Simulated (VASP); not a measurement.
Cd2SeO:

```
O Cd Se
1.0
     3.76759    0.00000    0.00000
     0.00000    3.76759    0.00000
     0.00000    0.00000    5.16169
O Cd Se
1 2 1
Direct
  0.00000 0.00000 0.00000
  0.00000 0.00000 0.50000
  0.50000 0.50000 0.00000
  0.50000 0.50000 0.50000
```

Base run:

```yaml
Program: VASP 6.6.1
Functional: PBE
Potentials_or_basis: VASP PAW PBE potentials, release 64 (O, Cd, Se)
Cutoff: 520 eV
k_mesh: 8 × 8 × 6
Occupations: fermi-dirac, width 0.02 eV
Spin: no spin polarisation
```

Its results: band gap on the k mesh zero (bands 18 and 19 overlap by 0.44 eV); pressure 3.5 GPa.

**Question.** The run is repeated on the same cell with these changes: functional from PBE to r2SCAN. What comes out?

**Answer.** Band gap on the k mesh 0.08 eV (least direct gap 0.99 eV); pressure 0.7 GPa.

Caveats: the cell stands under pressure (at least some runs); semilocal functionals underestimate gaps, so a narrow gap can read as zero (at least some runs); the PAW data sets were made with another functional, which shifts forces and pressure a little (at least some runs).

A k mesh can miss the band edges.
